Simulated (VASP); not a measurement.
# Al3Cu (P4mm) in VASP: further runs, part 2 of 2

VASP 6.6.1.

## 4. Single point, r2SCAN

File POSCAR:

```
Al3Cu
1.0
    2.7737808638      0.0000000000      0.0000000000
    0.0000000000      2.7737808638      0.0000000000
    0.0000000000      0.0000000000      7.5918631133
Al Cu
3 1
Direct
    0.0000000000      0.0000000000      0.4967070007
    0.5000000000      0.5000000000      0.2193500013
    0.5000000000      0.5000000000      0.7740640001
    0.0000000000      0.0000000000      0.0000000000
```

File INCAR.step1:

```
  PREC = Accurate
  ENCUT = 520
  ISMEAR = 0
  SIGMA = 0.15
  LREAL = F
  LASPH = T
  NELM = 80
  NBANDS = 18
  GGA = PE
  ALGO = Normal
  EDIFF = 1E-4
  LWAVE = T
  LCHARG = F
```

File INCAR.step2:

```
  PREC = Accurate
  ENCUT = 520
  EDIFF = 1E-7
  ISMEAR = 0
  SIGMA = 0.15
  LREAL = F
  LASPH = T
  NELM = 80
  ALGO = Normal
  ISIF = 2
  LWAVE = F
  LCHARG = F
  METAGGA = R2SCAN
  LMIXTAU = T
  NBANDS = 18
  ISTART = 1
```

File KPOINTS:

```
Automatic mesh
0
Gamma
  18 18 6
```

Potentials or basis: VASP PAW PBE potentials, release 64 (Al, Cu).

Launch:

```bash
$ cat potpaw_PBE.64/Al/POTCAR potpaw_PBE.64/Cu/POTCAR > POTCAR
$ cp INCAR.step1 INCAR
$ mpirun -np 1 vasp_std > vasp.out
$ cp INCAR.step2 INCAR
$ mpirun -np 1 vasp_std > vasp.out
```

OUTCAR:

```text
PREC = Accurate
   ENCUT = 520
   EDIFF = 1E-7
   ISMEAR = 0
   LREAL = F
   LASPH = T
   NELM = 80
   ISIF = 2
   METAGGA = R2SCAN
   ISTART = 1

 ion  position               nearest neighbor table
   1  0.000  0.000  0.497-   2 2.88   3 2.88   2 2.88   3 2.88   2 2.88   3 2.88   2 2.88   3 2.88

   2  0.500  0.500  0.219-   4 2.57   4 2.57   4 2.57   4 2.57   1 2.88   1 2.88   1 2.88   1 2.88

   3  0.500  0.500  0.774-   4 2.61   4 2.61   4 2.61   4 2.61   1 2.88   1 2.88   1 2.88   1 2.88

   4  0.000  0.000  0.000-   2 2.57   2 2.57   2 2.57   2 2.57   3 2.61   3 2.61   3 2.61   3 2.61

  LATTYP: Found a simple tetragonal cell.
 ALAT       =     2.7737808638
 C/A-ratio  =     2.7370089730

  Lattice vectors:

 A1 = (   2.7737808638,   0.0000000000,   0.0000000000)
 A2 = (   0.0000000000,   2.7737808638,   0.0000000000)
 A3 = (   0.0000000000,   0.0000000000,   7.5918631133)

Analysis of symmetry for initial positions (statically):
=====================================================================
 Subroutine PRICEL returns:
 Original cell was already a primitive cell.

[... 177 lines left out ...]
 cond. band min:       8.5108024098   @ k =   0.3889   0.3889   0.1667
 fundamental gap:      0.0023310086
 Fermi energy:         8.5090225371

 k-point     1 :       0.0000    0.0000    0.0000
  band No.  band energies     occupation
      1      -3.4075      2.00000
      2      -0.8719      2.00000
      3      -0.5086      2.00000
      4       3.7914      2.00000
      5       3.8575      2.00000
      6       4.7244      2.00000
[... 481 lines left out ...]
      5       4.0705      2.00000
      6       4.2249      2.00000
[... 10 lines left out ...]
     17      17.0301      0.00000
     18      18.3395      0.00000

 [... further k-points ...]

------------------------ aborting loop because EDIFF is reached ----------------------------------------

  FORCE on cell =-STRESS in cart. coord.  units (eV):
  Direction    XX          YY          ZZ          XY          YZ          ZX
  --------------------------------------------------------------------------------------
  -------------------------------------------------------------------------------------
  Total       -0.0591324     -0.0591324     -0.0831886      0.0000000      0.0000000      0.0000000
  in kB       -1.6219722     -1.6219722     -2.2818222      0.0000000      0.0000000      0.0000000
  external PRESSURE =      -1.8419222 kB  Pullay stress =       0.0000000 kB

 VOLUME and BASIS-vectors are now :
 -----------------------------------------------------------------------------
  energy-cutoff  :      520.00
  volume of cell :       58.41
      direct lattice vectors                 reciprocal lattice vectors
     2.773780864  0.000000000  0.000000000     0.360518746  0.000000000  0.000000000
     0.000000000  2.773780864  0.000000000     0.000000000  0.360518746  0.000000000
     0.000000000  0.000000000  7.591863113     0.000000000  0.000000000  0.131719972

 POSITION                                       TOTAL-FORCE (eV/Angst)
 -----------------------------------------------------------------------------------
      0.00000      0.00000      3.77093         0.000000     -0.000000      0.012589
      1.38689      1.38689      1.66528         0.000000      0.000000      0.134406
      1.38689      1.38689      5.87659         0.000000     -0.000000      0.011000
      0.00000      0.00000      0.00000        -0.000000     -0.000000     -0.157995
 -----------------------------------------------------------------------------------
    total drift:                                0.000000      0.000000     -0.000020

  FREE ENERGIE OF THE ION-ELECTRON SYSTEM (eV)
  ---------------------------------------------------
  free  energy   TOTEN  =       -31.4268717569 eV

  energy  without entropy=      -31.4138127856  energy(sigma->0) =      -31.42034227
```

It took 18 min on 1 thread of AMD EPYC 7R43 (Zen 3), shared host; peak memory 0.31 GiB.

What came out:

| Quantity | Value |
| --- | --- |
| Free energy | -31.4269 eV |
| Pressure | -0.2 GPa |
| Largest force | 0.158 eV/Å |
| Band gap on the k mesh | zero (band 10 reaches 12.93 eV, above the bottom of band 11 at 6.56 eV) |

Forces on the atoms (eV/Å):
```
Al   0.000  0.000  0.013
Al   0.000  0.000  0.134
Al   0.000  0.000  0.011
Cu   0.000  0.000 -0.158
```

Caveat: the cell differs from its parent crystal (all Al atoms moved +0.025 Å, as atom 1 towards its neighbour atom 4 (Cu) at 3.796 Å); the PAW data sets were made with another functional, which shifts forces and pressure a little.

## 5. Single point, r2SCAN

File POSCAR:

```
Al3Cu
1.0
    2.7737808638      0.0000000000      0.0000000000
    0.0000000000      2.7737808638      0.0000000000
    0.0000000000      0.0000000000      7.5918631133
Al Cu
3 1
Direct
    0.0000000000      0.0000000000      0.4934140014
    0.5000000000      0.5000000000      0.2160570020
    0.5000000000      0.5000000000      0.7707710008
    0.0000000000      0.0000000000      0.0000000000
```

File INCAR.step1:

```
SYSTEM = Al3Cu
ALGO     = Normal         ! electronic algorithm
EDIFF    = 1E-4           ! SCF threshold, eV
ENCUT    = 520            ! plane-wave cutoff, eV
GGA      = PE             ! functional
ISMEAR   = 0              ! smearing method
LASPH    = .TRUE.         ! aspherical terms in the spheres
LCHARG   = .FALSE.        ! write CHGCAR
LREAL    = .FALSE.        ! projectors in reciprocal space
LWAVE    = .TRUE.         ! write WAVECAR
NBANDS   = 18             ! bands
NELM     = 60             ! most SCF steps
PREC     = Accurate       ! precision mode
SIGMA    = 0.15           ! smearing width, eV
```

File INCAR.step2:

```
SYSTEM = Al3Cu
ALGO     = Normal         ! electronic algorithm
EDIFF    = 1E-6           ! SCF threshold, eV
ENCUT    = 520            ! plane-wave cutoff, eV
ISIF     = 2              ! what is computed and relaxed
ISMEAR   = 0              ! smearing method
ISTART   = 1            
LASPH    = .TRUE.         ! aspherical terms in the spheres
LCHARG   = .TRUE.         ! write CHGCAR
LELF     = .TRUE.         ! ELF
LMIXTAU  = .TRUE.       
LREAL    = .FALSE.        ! projectors in reciprocal space
LVHAR    = .TRUE.       
LWAVE    = .FALSE.        ! write WAVECAR
METAGGA  = R2SCAN         ! meta-GGA
NBANDS   = 18             ! bands
NELM     = 60             ! most SCF steps
PREC     = Accurate       ! precision mode
SIGMA    = 0.15           ! smearing width, eV
```

File KPOINTS:

```
k-points
0
G
  18 18 6
  0 0 0
```

Launch:

```bash
$ cat potpaw_PBE.64/Al/POTCAR potpaw_PBE.64/Cu/POTCAR > POTCAR
$ cp INCAR.step1 INCAR
$ mpirun -np 1 vasp_std > vasp.out
$ cp INCAR.step2 INCAR
$ mpirun -np 1 vasp_std > vasp.out
```

It took 15 min on 1 thread of Oxide Virtual Turin-like, shared host; peak memory 0.31 GiB.

The run converged. Its results:

```yaml
Free_energy: -31.4209 eV
Pressure: -0.1 GPa
Largest_force: 0.316 eV/Å
Band_gap_on_the_k_mesh: zero (band 10 reaches 12.93 eV, above the bottom of band 11 at 6.55 eV)
```

Forces on the atoms (eV/Å):
```
Al   0.000  0.000  0.025
Al   0.000  0.000  0.214
Al   0.000  0.000  0.077
Cu   0.000  0.000 -0.316
```

Stress tensor (GPa, compression positive):
```
-0.10  0.00  0.00
 0.00 -0.10  0.00
 0.00  0.00 -0.20
```

Levels at points of the mesh, in eV from the Fermi level:
```
           k point  band 7  band 8  band 9  band 10  band 11  band 12  band 13  band 14
(0.00, 0.00, 0.00)   -3.79   -3.39   -1.98     0.54     6.66     7.16     7.16     8.30
(0.50, 0.00, 0.00)   -3.88   -3.83   -3.68    -2.47    -1.96     2.77     4.03     4.33
(0.50, 0.50, 0.00)   -2.72   -0.49   -0.34     0.12     0.12     0.49     0.49     0.66
(0.00, 0.00, 0.50)   -3.79   -3.74   -3.39     4.30     5.86     6.66     7.74     7.74
(0.50, 0.00, 0.50)   -3.88   -3.68   -2.79    -1.11    -1.05     0.07     0.91     9.11
(0.50, 0.50, 0.50)   -1.96   -1.80   -1.80    -0.52    -0.52     0.61     1.94     3.41
```

Caveat: the cell differs from its parent crystal (all Al atoms moved +0.050 Å, as atom 1 towards its neighbour atom 4 (Cu) at 3.796 Å); the PAW data sets were made with another functional, which shifts forces and pressure a little.
